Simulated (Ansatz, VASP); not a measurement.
## In2S in VASP and in Ansatz

```
In S
1.0
     4.27583    0.00000    0.00000
    -2.13792    3.70298    0.00000
     0.00000    0.00000    5.77515
In S
2 1
Cartesian
  0.0000 2.4687 2.3101
  2.1379 1.2343 3.4651
  0.0000 0.0000 0.0000
```

Change from the starting cell: species swapped into the CaSi2 type (P-3m1, No. 164).

Alike in both runs: task single point; functional PBE; k mesh 6 × 6 × 4; occupations gaussian, width 0.1 eV; no spin polarisation.

```csv
,VASP,Ansatz
version,VASP 6.6.1,Ansatz 0.2.0
potentials or method,"VASP PAW PBE potentials, release 64 (In_d, S), cutoff 520 eV","scalar-relativistic, plane waves, PAW"
valence electrons in the cell,32,32
```

```csv
,VASP,Ansatz,Ansatz less VASP
gap on the k mesh at the Fermi level (eV),none,none,-
pressure (GPa),-1.0,-0.9,+0.03
"traceless stress, the component that is largest in VASP (GPa)",-8.52,-8.52,+0.001
rms of the force components (eV/Å),1.258,1.258,-0.0003
```

Atom by atom the forces differ by 0.000 eV/Å (rms over components). A gap of «none» marks a metal or a gap that the smearing closes.
